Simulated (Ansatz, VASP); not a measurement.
**Ge: VASP beside Ansatz**

```
CELL_PARAMETERS angstrom
1.48805 -2.59469 0.00000
1.48805 2.59469 0.00000
0.00000 0.00000 4.72760
ATOMIC_POSITIONS crystal
Ge 0.66655 0.33345 0.25000
Ge 0.33345 0.66655 0.75000
```

Alike in both runs: task single point; functional PBEsol; dispersion D3(BJ); k mesh 20 × 20 × 12; occupations gaussian, width 0.15 eV; no spin polarisation.

|  | VASP | Ansatz |
| --- | --- | --- |
| version | VASP 6.6.1 | Ansatz 0.2.0 |
| potentials or method | VASP PAW PBE potentials, release 64 (Ge_d), cutoff 520 eV | scalar-relativistic, plane waves, PAW |
| valence electrons in the cell | 28 | 28 |

```csv
,VASP,Ansatz,Ansatz less VASP
gap on the k mesh at the Fermi level (eV),none,none,-
pressure (GPa),-2.7,-2.7,-0.04
"traceless stress, the component that is largest in VASP (GPa)",1.31,1.31,+0.004
```

VASP's potentials were made for PBE, not for PBEsol. A gap of «none» marks a metal or a gap that the smearing closes.
